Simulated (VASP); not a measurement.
A run of VASP 6.6.1:

File INCAR:

```
PREC     = Accurate       # precision mode
ENCUT    = 520            # plane-wave cutoff, eV
EDIFF    = 1E-8           # SCF threshold, eV
ISMEAR   = -1             # smearing method
SIGMA    = 0.03           # smearing width, eV
LREAL    = F              # projectors in reciprocal space
LASPH    = T              # aspherical terms in the spheres
NELM     = 60             # most SCF steps
ALGO     = Normal         # electronic algorithm
ISIF     = 2              # what is computed and relaxed
LWAVE    = F              # write WAVECAR
LCHARG   = F              # write CHGCAR
GGA      = CA             # functional
LEFG     = T            
NBANDS   = 16             # bands
```

Contents of KPOINTS:

```
Automatic mesh
0
Gamma
  8 8 8
```

Contents of POSCAR:

```
ZnSe
1.0
    0.0000000000      2.8893788162      2.8893788162
    2.8893788162      0.0000000000      2.8893788162
    2.8893788162      2.8893788162      0.0000000000
Zn Se
1 1
Direct
    0.0000000000      0.0000000000      0.0000000000
    0.7500000000      0.7500000000      0.7500000000
```

Potentials or basis: VASP PAW LDA potentials, release 64 (Zn, Se).

Launch:

```sh
$ cat potpaw_LDA.64/Zn/POTCAR potpaw_LDA.64/Se/POTCAR > POTCAR
$ mpirun -np 1 vasp_std > vasp.out
```

Hardware: 1 thread of Intel Xeon 8259CL, on a shared host.

Task: Estimate the wall time of this run.

Result: Wall time 38 s on 1 thread of Intel Xeon 8259CL, with other jobs on the host, peak memory 0.16 GiB. Counts: scf iterations 13, k points 29.
